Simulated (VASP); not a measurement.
# SnSe2 (P-3m1) in VASP: settings compared

SnSe2 is run at these levels: PBE-based screened hybrid with 20 % exact exchange, HSE06; tasks: single point.

Program: VASP 6.6.1. These are calculated values, not measurements. Logs are shortened: lines on timing, memory, paths and dates and some standing lists are left out, and cuts for length are marked.

## Step 1: The cell of the first run

The structure is trigonal, space group P-3m1 (No. 164). Conventional cell: a = 3.825 Å, b = 3.825 Å, c = 6.227 Å, α = 90.00°, β = 90.00°, γ = 120.00°. Within 3.6 Å of Sn (site symmetry -3m) lie 6 Se at 2.71 Å. Se (site symmetry 3m) has 3 Sn at 2.71 Å within 3.6 Å.

## Step 2: Single point, PBE-based screened hybrid with 20 % exact exchange

The input, POSCAR:

```
SnSe2
1.0
    3.8251493292      0.0000000000      0.0000000000
   -1.9125746646      3.3126764923      0.0000000000
    0.0000000000      0.0000000000      6.2270790415
Sn Se
1 2
Direct
    0.0000000000      0.0000000000      0.0000000000
    0.3333333333      0.6666666667      0.2530782243
    0.6666666667      0.3333333333      0.7469217757
```

The input, INCAR.step1:

```
SYSTEM = SnSe2
PREC = Accurate ; ENCUT = 400
EDIFF = 1E-5 ; ISMEAR = 0
SIGMA = 0.01 ; LREAL = .FALSE.
LASPH = .TRUE. ; NELM = 120
ALGO = Normal ; ISIF = 2
LWAVE = .TRUE. ; LCHARG = .FALSE.
NBANDS = 20 ; GGA = PE
GGA_COMPAT = .FALSE.
```

The input, INCAR.step2:

```
SYSTEM = SnSe2
PREC = Accurate ; ENCUT = 400
EDIFF = 1E-6 ; ISMEAR = 0
SIGMA = 0.01 ; LREAL = .FALSE.
LASPH = .TRUE. ; NELM = 120
ALGO = Normal ; ISIF = 2
LWAVE = .FALSE. ; LCHARG = .FALSE.
GGA = PE ; LHFCALC = .TRUE.
AEXX = 0.2 ; HFSCREEN = 0.2078
PRECFOCK = Normal ; NBANDS = 20
ISTART = 1 ; GGA_COMPAT = .FALSE.
```

The input, KPOINTS:

```
Automatic mesh
0
G
  6 6 2
  0 0 0
```

Potentials or basis: VASP PAW PBE potentials, release 64 (Sn_d, Se).

The run is started by

```bash
$ cat potpaw_PBE.64/Sn_d/POTCAR potpaw_PBE.64/Se/POTCAR > POTCAR
$ cp INCAR.step1 INCAR
$ mpirun -np 1 vasp_std > vasp.out
$ cp INCAR.step2 INCAR
$ mpirun -np 1 vasp_std > vasp.out
```

OUTCAR:

```text
SYSTEM = SnSe2
   PREC = Accurate
   ENCUT = 400
   EDIFF = 1E-6
   ISMEAR = 0
   LREAL = .FALSE.
   LASPH = .TRUE.
   NELM = 120
   ISIF = 2
   GGA = PE
   LHFCALC = .TRUE.
   AEXX = 0.2
   HFSCREEN = 0.2078
   PRECFOCK = Normal
   ISTART = 1

 ion  position               nearest neighbor table
   1  0.000  0.000  0.000-   2 2.71   3 2.71   2 2.71   3 2.71   3 2.71   2 2.71
   2  0.333  0.667  0.253-   1 2.71   1 2.71   1 2.71
   3  0.667  0.333  0.747-   1 2.71   1 2.71   1 2.71

  LATTYP: Found a hexagonal cell.
 ALAT       =     3.8251493292
 C/A-ratio  =     1.6279309657

  Lattice vectors:

 A1 = (   3.8251493292,   0.0000000000,   0.0000000000)
 A2 = (  -1.9125746646,   3.3126764923,   0.0000000000)
 A3 = (   0.0000000000,   0.0000000000,   6.2270790415)

Analysis of symmetry for initial positions (statically):
=====================================================================
 Subroutine PRICEL returns:
 Original cell was already a primitive cell.

 Routine SETGRP: Setting up the symmetry group for a
 hexagonal supercell.

 Subroutine GETGRP returns: Found 12 space group operations
 (whereof 12 operations were pure point group operations)
 out of a pool of 24 trial point group operations.

The static configuration has the point symmetry D_3d.

Analysis of symmetry for dynamics (positions and initial velocities):
=====================================================================
 Subroutine PRICEL returns:
 Original cell was already a primitive cell.

 Routine SETGRP: Setting up the symmetry group for a
 hexagonal supercell.

 Subroutine GETGRP returns: Found 12 space group operations
 (whereof 12 operations were pure point group operations)
 out of a pool of 24 trial point group operations.

The dynamic configuration has the point symmetry D_3d.

 Subroutine INISYM returns: Found 12 space group operations
 (whereof 12 operations are pure point group operations),
 and found     1 'primitive' translations

----------------------------------------------------------------------------------------

                                     Primitive cell
[... 82 lines left out ...]
   EDIFF  = 0.1E-05   stopping-criterion for ELM
   LREAL  =      F    real-space projection
   EDIFFG = 0.1E-04   stopping-criterion for IOM
   NSW    =      0    number of steps for IOM
   IBRION =     -1    ionic relax: 0-MD 1-quasi-New 2-CG
   NFREE  =      0    steps in history (QN), initial steepest desc. (CG)
   ISIF   =      2    stress and relaxation
   ISYM   =      3    0-nonsym 1-usesym 2-fastsym
   POTIM  = 0.5000    time-step for ionic-motion
   TEBEG  =    0.0;   TEEND  =   0.0 temperature during run
   PSTRESS=    0.0 pullay stress
   NELECT =      26.0000    total number of electrons
   NUPDOWN=      -1.0000    fix difference up-down
   EMIN   =  10.00;   EMAX   =-10.00  energy-range for DOS
   EFERMI =   0.00;   METHOD = LEGACY
   ISMEAR =     0;   SIGMA  =   0.01  broadening in eV -4-tet -1-fermi 0-gaus
   EFERMI_NEDOS =   21; number of points for ismear=-14 and -15
   IALGO  =     38    algorithm
   IMIX   =      1    mixing-type and parameters
     AMIX     =   0.40;   BMIX     =  1.00
     AMIX_MAG =   1.60;   BMIX_MAG =  1.00
  volume/ion in A,a.u.               =      26.30       177.50
  Fermi-wavevector in a.u.,A,eV,Ry     =   1.130738  2.136785 17.395982  1.278569
  Thomas-Fermi vector in A             =   2.267435
   LORBIT       =      0    0 simple, 1 ext, 2 COOP (PROOUT), +10 PAW based schemes
   GGA     = PE    functional components
   LHFCALC =     T    Hartree Fock is set to
   PRECFOCK=normal    Normal, Fast or Accurate (Low or Medium for compatibility)
   ENCUT4O =  -1.0   cutoff for four orbital integrals eV
   NKREDX  =     1    reduce k-point grid by
   NKREDY  =     1    reduce k-point grid by
   NKREDZ  =     1    reduce k-point grid by
   AEXX    =    0.2000 exact exchange contribution
   HFSCREEN=    0.2078 screening length (either q_TF or 0.3 A-1)
   HFSCREENC=   0.2078 screening length for correlation (either q_TF or 0.3 A-1)
   ENCUTFOCK=  -1.0 apply spherical cutoff to Coloumb kernel
   IVDW    =     0    specifies the selected vdW correction
   LEPSILON=     F    determine dielectric tensor
   LRPA    =     F    only Hartree local field effects (RPA)
 non-spin polarized calculation
 Gauss-broadening in eV      SIGMA  =   0.01
  energy-cutoff  :      400.00
  volume of cell :       78.91
 maximum number of plane-waves:      1448
 NGX is ok and might be reduce to    28
  NGX = 20; NGY = 20; NGZ = 32

 number of electron      25.9999995 magnetization

 Free energy of the ion-electron system (eV)
  ---------------------------------------------------
  ext. energy  EPLUGINS =         0.00000000
  ---------------------------------------------------
  free energy    TOTEN  =       -13.98565097 eV

  energy without entropy =      -13.98565097  energy(sigma->0) =      -13.98565097

 E-fermi :   3.5344     XC(G=0):  -8.1127

 val. band max:        3.4695042685   @ k =   0.1667   0.0000   0.0000
 cond. band min:       4.7579009873   @ k =   0.5000  -0.0000   0.5000
 fundamental gap:      1.2883967188
 Fermi energy:         3.5344190605

 k-point     1 :       0.0000    0.0000    0.0000
  band No.  band energies     occupation
      1     -19.3675      2.00000
      2     -19.3675      2.00000
      3     -19.3183      2.00000
      4     -19.3080      2.00000
      5     -19.3080      2.00000
      6     -11.3165      2.00000
[... 311 lines left out ...]
     19      13.4771      0.00000
     20      13.4872      0.00000

------------------------ aborting loop because EDIFF is reached ----------------------------------------

  FORCE on cell =-STRESS in cart. coord.  units (eV):
  Direction    XX          YY          ZZ          XY          YZ          ZX
  --------------------------------------------------------------------------------------
  -------------------------------------------------------------------------------------
  Total        0.2882153      0.2882153      0.1781330      0.0000000      0.0000000      0.0000000
  in kB        5.8521539      5.8521539      3.6169558      0.0000000      0.0000000      0.0000000
  external PRESSURE =       5.1070879 kB  Pullay stress =       0.0000000 kB

 VOLUME and BASIS-vectors are now :
 -----------------------------------------------------------------------------
  energy-cutoff  :      400.00
  volume of cell :       78.91
      direct lattice vectors                 reciprocal lattice vectors
     3.825149329  0.000000000  0.000000000     0.261427702  0.150935354  0.000000000
    -1.912574665  3.312676492  0.000000000     0.000000000  0.301870709  0.000000000
     0.000000000  0.000000000  6.227079041     0.000000000  0.000000000  0.160588936

 POSITION                                       TOTAL-FORCE (eV/Angst)
 -----------------------------------------------------------------------------------
      0.00000      0.00000      0.00000         0.000000      0.000000      0.000000
     -0.00000      2.20845      1.57594        -0.000000      0.000000     -0.132930
      1.91257      1.10423      4.65114         0.000000     -0.000000      0.132930
 -----------------------------------------------------------------------------------
    total drift:                                0.000000      0.000001     -0.000004

  FREE ENERGIE OF THE ION-ELECTRON SYSTEM (eV)
  ---------------------------------------------------
  free  energy   TOTEN  =       -13.9856509678 eV

  energy  without entropy=      -13.9856509678  energy(sigma->0) =      -13.98565097
```

OUTCAR.step1:

```text
SYSTEM = SnSe2
   PREC = Accurate
   ENCUT = 400
   EDIFF = 1E-5
   ISMEAR = 0
   LREAL = .FALSE.
[... 536 lines left out ...]
      0.00000      0.00000      0.00000         0.000000      0.000000      0.000000
     -0.00000      2.20845      1.57594        -0.000000      0.000000      0.262661
      1.91257      1.10423      4.65114         0.000000     -0.000000     -0.262661
 -----------------------------------------------------------------------------------
    total drift:                               -0.000000      0.000000      0.000000

  FREE ENERGIE OF THE ION-ELECTRON SYSTEM (eV)
  ---------------------------------------------------
  free  energy   TOTEN  =       -11.8197028319 eV

  energy  without entropy=      -11.8197028319  energy(sigma->0) =      -11.81970283
```

It took 11 min on 1 thread of Intel Xeon 6975P-C (Granite Rapids), shared host; peak memory 0.29 GiB.

What came out:

```yaml
Free_energy: -13.9857 eV
Pressure: 0.5 GPa
Largest_force: 0.133 eV/Å
Band_gap_on_the_k_mesh: 1.29 eV (least direct gap 1.75 eV)
```

Forces on the atoms (eV/Å):
```
Sn   0.000  0.000  0.000
Se   0.000  0.000 -0.133
Se   0.000  0.000  0.133
```

Caveat: the k points lie up to 0.50 Å⁻¹ apart; the PAW data sets were made with another functional, which shifts forces and pressure a little; spin-orbit coupling is left out, which moves the levels of the heavy elements. A k mesh can miss the band edges.

## Step 3: Single point, HSE06

POSCAR is that of step 2.

The input, INCAR.step1:

```
SYSTEM = SnSe2
  PREC = Accurate
  ENCUT = 400
  EDIFF = 1E-5
  ISMEAR = 0
  SIGMA = 0.01
  LREAL = .FALSE.
  LASPH = .TRUE.
  NELM = 120
  ALGO = Normal
  ISIF = 2
  LWAVE = .TRUE.
  LCHARG = .FALSE.
  GGA = PE
  NBANDS = 20
  GGA_COMPAT = .FALSE.
```

The input, INCAR.step2:

```
SYSTEM = SnSe2
  PREC = Accurate
  ENCUT = 400
  EDIFF = 1E-6
  ISMEAR = 0
  SIGMA = 0.01
  LREAL = .FALSE.
  LASPH = .TRUE.
  NELM = 120
  ALGO = Normal
  ISIF = 2
  LWAVE = .FALSE.
  LCHARG = .FALSE.
  GGA = PE
  LHFCALC = .TRUE.
  HFSCREEN = 0.2079
  PRECFOCK = Normal
  ISTART = 1
  NBANDS = 20
  GGA_COMPAT = .FALSE.
```

The input, KPOINTS:

```
regular mesh
0
G
  6 6 2
  0 0 0
```

Potentials or basis: VASP PAW PBE potentials, release 64 (Sn_d, Se).

The run is started by

```bash
$ cat potpaw_PBE.64/Sn_d/POTCAR potpaw_PBE.64/Se/POTCAR > POTCAR
$ cp INCAR.step1 INCAR
$ mpirun -np 1 vasp_std > vasp.out
$ cp INCAR.step2 INCAR
$ mpirun -np 1 vasp_std > vasp.out
```

OUTCAR:

```text
SYSTEM = SnSe2
   PREC = Accurate
   ENCUT = 400
   EDIFF = 1E-6
   ISMEAR = 0
   LREAL = .FALSE.
   LASPH = .TRUE.
   NELM = 120
   ISIF = 2
   GGA = PE
   LHFCALC = .TRUE.
   HFSCREEN = 0.2079
   PRECFOCK = Normal
   ISTART = 1

 ion  position               nearest neighbor table
   1  0.000  0.000  0.000-   2 2.71   3 2.71   2 2.71   3 2.71   3 2.71   2 2.71
   2  0.333  0.667  0.253-   1 2.71   1 2.71   1 2.71
   3  0.667  0.333  0.747-   1 2.71   1 2.71   1 2.71

  LATTYP: Found a hexagonal cell.
 ALAT       =     3.8251493292
[... 512 lines left out ...]

  FORCE on cell =-STRESS in cart. coord.  units (eV):
  Direction    XX          YY          ZZ          XY          YZ          ZX
  --------------------------------------------------------------------------------------
  -------------------------------------------------------------------------------------
  Total       -0.0007865     -0.0007865     -0.1239153      0.0000000      0.0000000      0.0000000
  in kB       -0.0159703     -0.0159703     -2.5160762      0.0000000      0.0000000      0.0000000
  external PRESSURE =      -0.8493389 kB  Pullay stress =       0.0000000 kB

 VOLUME and BASIS-vectors are now :
 -----------------------------------------------------------------------------
  energy-cutoff  :      400.00
  volume of cell :       78.91
      direct lattice vectors                 reciprocal lattice vectors
     3.825149329  0.000000000  0.000000000     0.261427702  0.150935354  0.000000000
    -1.912574665  3.312676492  0.000000000     0.000000000  0.301870709  0.000000000
     0.000000000  0.000000000  6.227079041     0.000000000  0.000000000  0.160588936

 POSITION                                       TOTAL-FORCE (eV/Angst)
 -----------------------------------------------------------------------------------
      0.00000      0.00000      0.00000        -0.000000      0.000000     -0.000000
     -0.00000      2.20845      1.57594         0.000000     -0.000000     -0.230663
      1.91257      1.10423      4.65114         0.000000      0.000000      0.230663
 -----------------------------------------------------------------------------------
    total drift:                               -0.000002     -0.000008     -0.000007

  FREE ENERGIE OF THE ION-ELECTRON SYSTEM (eV)
  ---------------------------------------------------
  free  energy   TOTEN  =       -14.5467716100 eV

  energy  without entropy=      -14.5467716100  energy(sigma->0) =      -14.54677161
```

OUTCAR.step1:

```text
SYSTEM = SnSe2
   PREC = Accurate
   ENCUT = 400
   EDIFF = 1E-5
   ISMEAR = 0
   LREAL = .FALSE.
[... 536 lines left out ...]
      0.00000      0.00000      0.00000         0.000000      0.000000      0.000000
     -0.00000      2.20845      1.57594        -0.000000      0.000000      0.262661
      1.91257      1.10423      4.65114         0.000000     -0.000000     -0.262661
 -----------------------------------------------------------------------------------
    total drift:                               -0.000000      0.000000      0.000000

  FREE ENERGIE OF THE ION-ELECTRON SYSTEM (eV)
  ---------------------------------------------------
  free  energy   TOTEN  =       -11.8197028319 eV

  energy  without entropy=      -11.8197028319  energy(sigma->0) =      -11.81970283
```

OSZICAR.step1:

```text
N       E                     dE             d eps       ncg     rms          rms(c)
DAV:   1     0.186272659224E+03    0.18627E+03   -0.10722E+04   564   0.126E+03
DAV:   2     0.829468871415E+01   -0.17798E+03   -0.17203E+03   624   0.325E+02
DAV:   3    -0.114100315581E+02   -0.19705E+02   -0.19323E+02   660   0.104E+02
DAV:   4    -0.120647663484E+02   -0.65473E+00   -0.65369E+00   676   0.203E+01
DAV:   5    -0.120816263565E+02   -0.16860E-01   -0.16858E-01   764   0.335E+00    0.498E+00
DAV:   6    -0.118358238926E+02    0.24580E+00   -0.51423E-01   820   0.735E+00    0.321E+00
DAV:   7    -0.118191275175E+02    0.16696E-01   -0.15254E-01   664   0.240E+00    0.102E+00
DAV:   8    -0.118191512051E+02   -0.23688E-04   -0.11782E-02   700   0.102E+00    0.278E-01
DAV:   9    -0.118196615996E+02   -0.51039E-03   -0.15061E-03   648   0.285E-01    0.839E-02
DAV:  10    -0.118196717489E+02   -0.10149E-04   -0.11467E-04   732   0.718E-02    0.334E-02
DAV:  11    -0.118197026696E+02   -0.30921E-04   -0.44460E-05   636   0.361E-02    0.815E-03
DAV:  12    -0.118197028319E+02   -0.16228E-06   -0.20890E-06   420   0.110E-02
   1 F= -.11819703E+02 E0= -.11819703E+02  d E =-.126725E-67
```

Wall time 11 min (1 thread of Intel Xeon 6975P-C (Granite Rapids), shared host); peak memory 0.29 GiB.

What came out:

| Item | Value |
| --- | --- |
| Free energy | -14.5468 eV |
| Pressure | -0.1 GPa |
| Largest force | 0.231 eV/Å |
| Band gap on the k mesh | 1.42 eV (least direct gap 1.92 eV) |

Forces on the atoms (eV/Å):
```
Sn   0.000  0.000  0.000
Se   0.000  0.000 -0.231
Se   0.000  0.000  0.231
```

Levels at points of the mesh, in eV from the valence-band top:
| k point | band 9 | band 10 | band 11 | band 12 | band 13 | band 14 | band 15 | band 16 | band 17 | band 18 |
| --- | --- | --- | --- | --- | --- | --- | --- | --- | --- | --- |
| (0.00, 0.00, 0.00) | -0.58 | -0.58 | -0.26 | -0.26 | -0.12 | 1.80 | 3.93 | 5.63 | 5.63 | 9.05 |
| (0.50, 0.00, 0.00) | -4.67 | -3.12 | -2.65 | -1.26 | -0.24 | 1.82 | 4.65 | 6.24 | 6.34 | 8.03 |
| (0.00, 0.00, 0.50) | -2.26 | -0.69 | -0.69 | -0.09 | -0.09 | 3.28 | 3.85 | 5.34 | 5.34 | 8.98 |
| (0.50, 0.00, 0.50) | -5.17 | -2.46 | -2.12 | -0.86 | -0.66 | 1.42 | 5.06 | 5.66 | 6.68 | 7.25 |

Caveat: the k points lie up to 0.50 Å⁻¹ apart; the PAW data sets were made with another functional, which shifts forces and pressure a little; spin-orbit coupling is left out, which moves the levels of the heavy elements; this functional lacks dispersion, which binds the layers, so the pressure and a relaxed spacing across them are unreliable. A k mesh can miss the band edges.
